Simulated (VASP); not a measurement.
Input of a VASP 6.6.1 run:

Contents of POSCAR:

```
Sn
1.0
    0.0000000000      2.8206430000      2.8206430000
    2.8206430000      0.0000000000      2.8206430000
    2.8206430000      2.8206430000      0.0000000000
Sn
2
Direct
    0.0000000000      0.0000000000      0.0000000000
    0.2500000000      0.2500000000      0.2500000000
```

Contents of INCAR.step1:

```
ALGO = Normal
EDIFF = 1E-4
ENCUT = 520
GGA = PE
ISMEAR = -1
LASPH = True
LCHARG = False
LREAL = False
LWAVE = True
NBANDS = 21
NELM = 100
PREC = Accurate
SIGMA = 0.1
```

File INCAR.step2:

```
ALGO = Normal
EDIFF = 1E-7
ENCUT = 520
ISIF = 2
ISMEAR = -1
ISTART = 1
LASPH = True
LCHARG = True
LELF = True
LMIXTAU = True
LREAL = False
LVHAR = True
LWAVE = False
METAGGA = R2SCAN
NBANDS = 21
NELM = 100
PREC = Accurate
SIGMA = 0.1
```

Contents of KPOINTS:

```
k-points
0
Gamma
  10 10 10
```

Potentials or basis: VASP PAW PBE potentials, release 64 (Sn_d).

Run with:

```sh
$ cat potpaw_PBE.64/Sn_d/POTCAR > POTCAR
$ cp INCAR.step1 INCAR
$ mpirun -np 1 vasp_std > vasp.out
$ cp INCAR.step2 INCAR
$ mpirun -np 1 vasp_std > vasp.out
```

Q: Estimate the pressure.

A: 57.6 GPa.

Q: What does it give for the band gap on the k mesh?

A: Zero (band 14 reaches 11.45 eV, above the bottom of band 15 at 11.33 eV).

Caveat: the PAW data sets were made with another functional, which shifts forces and pressure a little; spin-orbit coupling is left out, which moves the levels of the heavy elements.
